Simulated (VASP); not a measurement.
# CaZn5 (P6/mmm) in VASP: a series of runs

Runs on CaZn5. Level: LDA. Tasks: single point.

All numbers are computed with VASP 6.6.1; they aren't measurements. Logs are shortened: lines on timing, memory, paths and dates and some standing lists are left out, and cuts for length are marked.

### Step 1. The cell of the first run

Symmetry: P6/mmm, No. 191, hexagonal system. The conventional cell has a = 5.307 Å, b = 5.307 Å, c = 4.194 Å, α = 90.00°, β = 90.00°, γ = 120.00°. Ca (site symmetry 6/mmm) has 18 Zn at 3.06 to 3.38 Å within 4.0 Å. Within 3.4 Å of Zn (site symmetry mmm) lie 8 Zn at 2.60 to 2.65 Å and 4 Ca at 3.38 Å. Within 3.4 Å of Zn (site symmetry -6m2) lie 9 Zn at 2.60 to 3.06 Å and 3 Ca at 3.06 Å.

### Step 2. Single point, LDA

The input, INCAR:

```
SYSTEM = CaZn5
  PREC = Accurate
  ENCUT = 500
  EDIFF = 1E-6
  ISMEAR = 1
  SIGMA = 0.15
  LREAL = .FALSE.
  LASPH = .TRUE.
  NELM = 120
  ALGO = Normal
  ISIF = 2
  LWAVE = .FALSE.
  LCHARG = .FALSE.
  GGA = CA
  NBANDS = 44
  GGA_COMPAT = .FALSE.
```

The input, KPOINTS:

```
regular mesh
0
G
  2 2 2
  0 0 0
```

The input, POSCAR:

```
CaZn5
1.0
    5.3070200000      0.0000000000      0.0000000000
   -2.6535100000      4.5960100000      0.0000000000
    0.0000000000      0.0000000000      4.1944500000
Ca Zn
1 5
Direct
    0.0000000000      0.0000000000      0.0000000000
    0.5000000000      0.0000000000      0.5000000000
    0.5000000000      0.5000000000      0.5000000000
    0.0000000000      0.5000000000      0.5000000000
    0.3333333333      0.6666666667      0.0000000000
    0.6666666667      0.3333333333      0.0000000000
```

Potentials or basis: VASP PAW LDA potentials, release 64 (Ca_sv, Zn).

Launch:

```
$ cat potpaw_LDA.64/Ca_sv/POTCAR potpaw_LDA.64/Zn/POTCAR > POTCAR
$ mpirun -np 1 vasp_std > vasp.out
```

OUTCAR:

```text
SYSTEM = CaZn5
   PREC = Accurate
   ENCUT = 500
   EDIFF = 1E-6
   ISMEAR = 1
   LREAL = .FALSE.
   LASPH = .TRUE.
   NELM = 120
   ISIF = 2
   GGA = CA

 ion  position               nearest neighbor table
   1  0.000  0.000  0.000-   5 3.06   6 3.06   6 3.06   5 3.06   6 3.06   5 3.06
   2  0.500  0.000  0.500-   5 2.60   6 2.60   5 2.60   6 2.60   3 2.65   4 2.65   3 2.65   4 2.65

   3  0.500  0.500  0.500-   5 2.60   6 2.60   5 2.60   6 2.60   2 2.65   2 2.65   4 2.65   4 2.65

   4  0.000  0.500  0.500-   5 2.60   6 2.60   5 2.60   6 2.60   2 2.65   2 2.65   3 2.65   3 2.65

   5  0.333  0.667  0.000-   2 2.60   2 2.60   4 2.60   4 2.60   3 2.60   3 2.60   1 3.06   1 3.06
                             1 3.06
   6  0.667  0.333  0.000-   2 2.60   2 2.60   4 2.60   4 2.60   3 2.60   3 2.60   1 3.06   1 3.06
                             1 3.06

  LATTYP: Found a hexagonal cell.
 ALAT       =     5.3070200000
 C/A-ratio  =     0.7903588078

  Lattice vectors:

 A1 = (   5.3070200000,   0.0000000000,   0.0000000000)
 A2 = (  -2.6535100000,   4.5960100000,   0.0000000000)
 A3 = (   0.0000000000,   0.0000000000,   4.1944500000)

Analysis of symmetry for initial positions (statically):
=====================================================================
 Subroutine PRICEL returns:
 Original cell was already a primitive cell.

 Routine SETGRP: Setting up the symmetry group for a
 hexagonal supercell.

 Subroutine GETGRP returns: Found 24 space group operations
 (whereof 24 operations were pure point group operations)
 out of a pool of 24 trial point group operations.

The static configuration has the point symmetry D_6h.

Analysis of symmetry for dynamics (positions and initial velocities):
=====================================================================
 Subroutine PRICEL returns:
 Original cell was already a primitive cell.

 Routine SETGRP: Setting up the symmetry group for a
 hexagonal supercell.

 Subroutine GETGRP returns: Found 24 space group operations
 (whereof 24 operations were pure point group operations)
 out of a pool of 24 trial point group operations.

The dynamic configuration has the point symmetry D_6h.

 Subroutine INISYM returns: Found 24 space group operations
 (whereof 24 operations are pure point group operations),
 and found     1 'primitive' translations

----------------------------------------------------------------------------------------

                                     Primitive cell
[... 81 lines left out ...]
   NSW    =      0    number of steps for IOM
   IBRION =     -1    ionic relax: 0-MD 1-quasi-New 2-CG
   NFREE  =      0    steps in history (QN), initial steepest desc. (CG)
   ISIF   =      2    stress and relaxation
   ISYM   =      2    0-nonsym 1-usesym 2-fastsym
   POTIM  = 0.5000    time-step for ionic-motion
   TEBEG  =    0.0;   TEEND  =   0.0 temperature during run
   PSTRESS=    0.0 pullay stress
   NELECT =      70.0000    total number of electrons
   NUPDOWN=      -1.0000    fix difference up-down
   EMIN   =  10.00;   EMAX   =-10.00  energy-range for DOS
   EFERMI =   0.00;   METHOD = LEGACY
   ISMEAR =     1;   SIGMA  =   0.15  broadening in eV -4-tet -1-fermi 0-gaus
   EFERMI_NEDOS =   21; number of points for ismear=-14 and -15
   IALGO  =     38    algorithm
   IMIX   =      4    mixing-type and parameters
     AMIX     =   0.40;   BMIX     =  1.00
     AMIX_MAG =   1.60;   BMIX_MAG =  1.00
  volume/ion in A,a.u.               =      17.05       115.07
  Fermi-wavevector in a.u.,A,eV,Ry     =   1.442576  2.726073 28.314059  2.081025
  Thomas-Fermi vector in A             =   2.561080
   LORBIT       =      0    0 simple, 1 ext, 2 COOP (PROOUT), +10 PAW based schemes
   GGA     = CA    functional components
   LHFCALC =     F    Hartree Fock is set to
   AEXX    =    0.0000 exact exchange contribution
   IVDW    =     0    specifies the selected vdW correction
   LEPSILON=     F    determine dielectric tensor
   LRPA    =     F    only Hartree local field effects (RPA)
 non-spin polarized calculation
 Methfessel and Paxton  Order N= 1 SIGMA  =   0.15
  energy-cutoff  :      500.00
  volume of cell :      102.31
 maximum number of plane-waves:      2608
 NGX is ok and might be reduce to    40
   NGX = 19   NGY = 19   NGZ = 15

 number of electron      69.9999986 magnetization

 Free energy of the ion-electron system (eV)
  ---------------------------------------------------
  ext. energy  EPLUGINS =         0.00000000
  ---------------------------------------------------
  free energy    TOTEN  =       -12.59695671 eV

  energy without entropy =      -12.59521803  energy(sigma->0) =      -12.59637715

 E-fermi :   2.6883     XC(G=0): -11.2765

 val. band max:        2.6047698053   @ k =   0.5000  -0.0000   0.0000
 cond. band min:       2.7637191633   @ k =   0.0000   0.0000   0.5000
 fundamental gap:      0.1589493580
 Fermi energy:         2.6883405956

 k-point     1 :       0.0000    0.0000    0.0000
  band No.  band energies     occupation
      1     -37.5737      2.00000
      2     -18.9324      2.00000
      3     -18.9323      2.00000
      4     -18.8706      2.00000
      5      -6.9318      2.00000
      6      -5.5126      2.00000
[... 177 lines left out ...]
     43       8.5573      0.00000
     44       9.1936      0.00000

------------------------ aborting loop because EDIFF is reached ----------------------------------------

  FORCE on cell =-STRESS in cart. coord.  units (eV):
  Direction    XX          YY          ZZ          XY          YZ          ZX
  --------------------------------------------------------------------------------------
  -------------------------------------------------------------------------------------
  Total       -1.7967180     -1.7967147     -8.1822270      0.0000000     -0.0000000      0.0000000
  in kB      -28.1373882    -28.1373375   -128.1372492      0.0000000     -0.0000000      0.0000000
  external PRESSURE =     -61.4706583 kB  Pullay stress =       0.0000000 kB

 VOLUME and BASIS-vectors are now :
 -----------------------------------------------------------------------------
  energy-cutoff  :      500.00
  volume of cell :      102.31
      direct lattice vectors                 reciprocal lattice vectors
     5.307020000  0.000000000  0.000000000     0.188429665  0.108790016  0.000000000
    -2.653510000  4.596010000  0.000000000     0.000000000  0.217580031  0.000000000
     0.000000000  0.000000000  4.194450000     0.000000000  0.000000000  0.238410280

 POSITION                                       TOTAL-FORCE (eV/Angst)
 -----------------------------------------------------------------------------------
      0.00000      0.00000      0.00000         0.000000     -0.000000      0.000000
      2.65351      0.00000      2.09722         0.000000     -0.000000      0.000000
      1.32675      2.29800      2.09722         0.000000     -0.000000      0.000000
     -1.32675      2.29800      2.09722         0.000000     -0.000000      0.000000
     -0.00000      3.06401      0.00000        -0.000000     -0.000000     -0.000000
      2.65351      1.53200      0.00000         0.000000      0.000000      0.000000
 -----------------------------------------------------------------------------------
    total drift:                               -0.000000     -0.000000     -0.000000

  FREE ENERGIE OF THE ION-ELECTRON SYSTEM (eV)
  ---------------------------------------------------
  free  energy   TOTEN  =       -12.5969567138 eV

  energy  without entropy=      -12.5952180263  energy(sigma->0) =      -12.59637715
```

OSZICAR:

```text
N       E                     dE             d eps       ncg     rms          rms(c)
DAV:   1     0.549153855881E+03    0.54915E+03   -0.33271E+04   352   0.226E+03
DAV:   2     0.344005445385E+02   -0.51475E+03   -0.49934E+03   352   0.477E+02
DAV:   3    -0.123350949474E+02   -0.46736E+02   -0.46044E+02   380   0.150E+02
DAV:   4    -0.139169725845E+02   -0.15819E+01   -0.15738E+01   488   0.237E+01
DAV:   5    -0.139426780023E+02   -0.25705E-01   -0.25681E-01   468   0.243E+00    0.771E+00
DAV:   6    -0.127103915499E+02    0.12323E+01   -0.73869E+00   408   0.342E+01    0.585E+00
DAV:   7    -0.126322543193E+02    0.78137E-01   -0.59855E-01   400   0.815E+00    0.295E+00
DAV:   8    -0.125984009732E+02    0.33853E-01   -0.40584E-02   396   0.161E+00    0.295E-01
DAV:   9    -0.125969701263E+02    0.14308E-02   -0.40284E-03   484   0.592E-01    0.785E-02
DAV:  10    -0.125969636555E+02    0.64708E-05   -0.63986E-04   416   0.159E-01    0.275E-02
DAV:  11    -0.125969546969E+02    0.89586E-05   -0.49212E-05   468   0.116E-01    0.123E-02
DAV:  12    -0.125969566510E+02   -0.19542E-05   -0.19657E-05   416   0.668E-02    0.701E-03
DAV:  13    -0.125969567138E+02   -0.62735E-07   -0.16828E-06   248   0.129E-02
   1 F= -.12596957E+02 E0= -.12596377E+02  d E =-.173869E-02
```

stdout:

```text
POSCAR found type information on POSCAR CaZn
 POSCAR found :  2 types and       6 ions
 scaLAPACK will be used
 LDA part: xc-table for (Slater(with rela. corr.)+CA(PZ))
 , standard interpolation
 POSCAR, INCAR and KPOINTS ok, starting setup
 FFT: planning ... GRIDC
 FFT: planning ... GRID_SOFT
 FFT: planning ... GRID
 WAVECAR not read
 entering main loop
```

It took 34 s on 1 thread of Intel Xeon 8259CL, shared host; peak memory 0.18 GiB.

Results:

```
Free energy            : -12.5970 eV
Pressure               : -6.1 GPa
Band gap on the k mesh : zero (bands 35 and 36 overlap by 2.00 eV)
```

Caveat: the k points lie up to 0.75 Å⁻¹ apart, too coarse for converged energies and pressures of a metal.

[end of part 1 of 2]

The gap in the log of VASP goes by the Fermi energy; the results here count the filled bands.